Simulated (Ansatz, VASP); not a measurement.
# MnPt2: VASP beside Ansatz

Contents of INCAR:

```
SYSTEM = MnPt2
  ALGO = Fast
  EDIFF = 1E-7
  ENCUT = 520
  GGA = PS
  ISIF = 2
  ISMEAR = 0
  ISPIN = 2
  LASPH = .TRUE.
  LCHARG = .FALSE.
  LMAXMIX = 4
  LORBIT = 11
  LREAL = .FALSE.
  LWAVE = .FALSE.
  MAGMOM = 5 2.5 2.5
  NBANDS = 28
  NELM = 150
  PREC = Accurate
  SIGMA = 0.1
```

Contents of KPOINTS:

```
k-points
0
G
  18 18 8
  0 0 0
```

Contents of POSCAR:

```
MnPt2
1.0
    2.8584044518      0.0000000000      0.0000000000
   -1.4292022259      2.4754508696      0.0000000000
    0.0000000000      0.0000000000      6.5325040000
Mn Pt
1 2
Direct
    0.0000000000      0.0000000000      0.0000000000
    0.3333333333      0.6666666667      0.6837940000
    0.6666666667      0.3333333333      0.3162060000
```

Input for Ansatz:

```yaml
crystal:
  lattice:
    - [2.8584044518, 0.0, 0.0]
    - [-1.4292022259, 2.4754508696, 0.0]
    - [0.0, 0.0, 6.532504]
  atoms:
    - { symbol: Mn, position: [0.0, 0.0, 0.0], spin: 5.0 }
    - { symbol: Pt, position: [0.3333333333, 0.6666666667, 0.683794], spin: 2.5 }
    - { symbol: Pt, position: [0.6666666667, 0.3333333333, 0.316206], spin: 2.5 }
basis:
  ecutwfc: 420
kpoints:
  mp_grid: { grid: [18, 18, 8] }
hamiltonian:
  xc: pbesol
scf:
  occupations: { method: gaussian, width: 0.1 }
  lower_state_search: "off"
output:
  forces: true
  stress: true
  eigenvalues: true
  populations: true
magnetization:
  spin_polarized: true
```

Alike in both runs: task single point; functional PBEsol; k mesh 18 × 18 × 8; occupations gaussian, width 0.1 eV; collinear spin.

|  | VASP | Ansatz |
| --- | --- | --- |
| version | VASP 6.6.1 | Ansatz 0.2.0 |
| potentials or method | VASP PAW PBE potentials, release 64 (Mn_pv, Pt), cutoff 520 eV | scalar-relativistic, plane waves, PAW |
| valence electrons in the cell | 33 | 51 |

|  | VASP | Ansatz | Ansatz less VASP |
| --- | --- | --- | --- |
| gap on the k mesh at the Fermi level (eV) | none | none | - |
| pressure (GPa) | -9.1 | -9.1 | +0.09 |
| traceless stress, the component that is largest in VASP (GPa) | 1.17 | 1.06 | -0.110 |
| rms of the force components (eV/Å) | 0.015 | 0.009 | -0.0059 |
| net moment per atom (μB) | 1.51 | 1.50 | -0.005 |
| size of the moment on the site where the two differ most (μB) | 3.74 | 3.72 | -0.026 |

VASP's potentials were made for PBE, not for PBEsol. Site moments also hang on the region over which each program counts them. Atom by atom the forces differ by 0.006 eV/Å (rms over components). A gap of «none» marks a metal or a gap that the smearing closes. With one functional, cell and mesh, what is left measures potentials, basis and numerics. VASP's potentials hold 33 valence electrons a cell and Ansatz's 51, so a difference there can come from the potentials and not from the codes.

Neither program's run includes spin-orbit coupling.
